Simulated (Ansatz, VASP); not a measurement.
## Two plane-wave programs on LiH

POSCAR

```
LiH
1.0
    0.0000000000      1.9984726919      1.9984726919
    1.9984726919      0.0000000000      1.9984726919
    1.9984726919      1.9984726919      0.0000000000
Li H
1 1
Direct
    0.0000000000      0.0000000000      0.0000000000
    0.5000000000      0.5000000000      0.5000000000
```

The input INCAR.step1:

```
SYSTEM = LiH
ALGO     = Normal         ! electronic algorithm
EDIFF    = 1E-5           ! SCF threshold, eV
ENCUT    = 520            ! plane-wave cutoff, eV
GGA      = PE             ! functional
ISIF     = 2              ! what is computed and relaxed
ISMEAR   = 0              ! smearing method
LASPH    = .TRUE.         ! aspherical terms in the spheres
LCHARG   = .FALSE.        ! write CHGCAR
LREAL    = .FALSE.        ! projectors in reciprocal space
LWAVE    = .TRUE.         ! write WAVECAR
NBANDS   = 9              ! bands
NELM     = 60             ! most SCF steps
PREC     = Accurate       ! precision mode
SIGMA    = 0.01           ! smearing width, eV
```

Contents of INCAR.step2:

```
SYSTEM = LiH
AEXX     = 0.1            ! exact-exchange fraction
ALGO     = Normal         ! electronic algorithm
EDIFF    = 1E-6           ! SCF threshold, eV
ENCUT    = 520            ! plane-wave cutoff, eV
ISIF     = 2              ! what is computed and relaxed
ISMEAR   = 0              ! smearing method
ISTART   = 1            
LASPH    = .TRUE.         ! aspherical terms in the spheres
LCHARG   = .FALSE.        ! write CHGCAR
LHFCALC  = .TRUE.         ! exact exchange
LMIXTAU  = .TRUE.       
LREAL    = .FALSE.        ! projectors in reciprocal space
LWAVE    = .FALSE.        ! write WAVECAR
METAGGA  = R2SCAN         ! meta-GGA
NBANDS   = 9              ! bands
NELM     = 60             ! most SCF steps
PREC     = Accurate       ! precision mode
PRECFOCK = Normal       
SIGMA    = 0.01           ! smearing width, eV
```

The input KPOINTS:

```
k-points
0
G
  8 8 8
  0 0 0
```

Input for Ansatz:

```yaml
crystal:
  lattice:
    - [0.0, 1.9984726919, 1.9984726919]
    - [1.9984726919, 0.0, 1.9984726919]
    - [1.9984726919, 1.9984726919, 0.0]
  atoms:
    - { symbol: Li, position: [0.0, 0.0, 0.0] }
    - { symbol: H, position: [0.5, 0.5, 0.5] }
kpoints:
  mp_grid: { grid: [8, 8, 8] }
  band_path:
    path:
      - [0.0, 0.0, 0.0]
      - [0.5, 0.0, 0.5]
      - [0.625, 0.25, 0.625]
      - [0.375, 0.375, 0.75]
      - [0.5, 0.5, 0.5]
      - [0.5, 0.25, 0.75]
      - [0.0, 0.5, 0.5]
    npoints: 1
hamiltonian:
  xc: r2scanh
scf:
  occupations: { method: fixed }
  n_extra_bands: 4
output:
  forces: true
  stress: true
  eigenvalues: true
```

Alike in both runs: task single point; functional r2SCANh; k mesh 8 × 8 × 8; no spin polarisation.

|  | VASP | Ansatz |
| --- | --- | --- |
| version | VASP 6.6.1 | Ansatz 0.2.0 |
| potentials or method | VASP PAW PBE potentials, release 64 (Li_sv, H) | plane waves, PAW |
| plane-wave cutoff (eV) | 520 | 500 |
| occupations | gaussian, width 0.01 eV | fixed |
| valence electrons in the cell | 4 | 4 |

|  | VASP | Ansatz | Ansatz less VASP |
| --- | --- | --- | --- |
| gap on the k mesh at the Fermi level (eV) | 4.19 | 4.21 | +0.023 |

VASP's potentials were made for PBE, not for r2SCANh. Ansatz's warnings: stress exchange threshold loose, stress scf threshold loose.

Noted on VASP's run: the cutoff is under 1.25 times that of the potentials, so the pressure is a little rough.
